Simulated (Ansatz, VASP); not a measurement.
Sn in VASP and in Ansatz

```
CELL_PARAMETERS angstrom
0.00000 3.28405 3.28405
3.28405 0.00000 3.28405
3.28405 3.28405 0.00000
ATOMIC_POSITIONS crystal
Sn 0.50000 0.50000 0.50000
Sn 0.75000 0.75000 0.75000
```

Alike in both runs: task single point; functional r2SCAN; k mesh 3 × 3 × 3; occupations fermi-dirac, width 0.1 eV; no spin polarisation.

|  | VASP | Ansatz |
| --- | --- | --- |
| version | VASP 6.6.1 | Ansatz 0.2.0 |
| potentials or method | VASP PAW PBE potentials, release 64 (Sn_d), cutoff 520 eV | plane waves (500 eV) with PAW, scalar-relativistic |
| valence electrons in the cell | 28 | 28 |

|  | VASP | Ansatz | Ansatz less VASP |
| --- | --- | --- | --- |
| pressure (GPa) | 1.7 | 1.7 | +0.03 |

VASP's potentials were made for PBE, not for r2SCAN.

The k mesh is coarse, so the values compare programs but aren't converged.
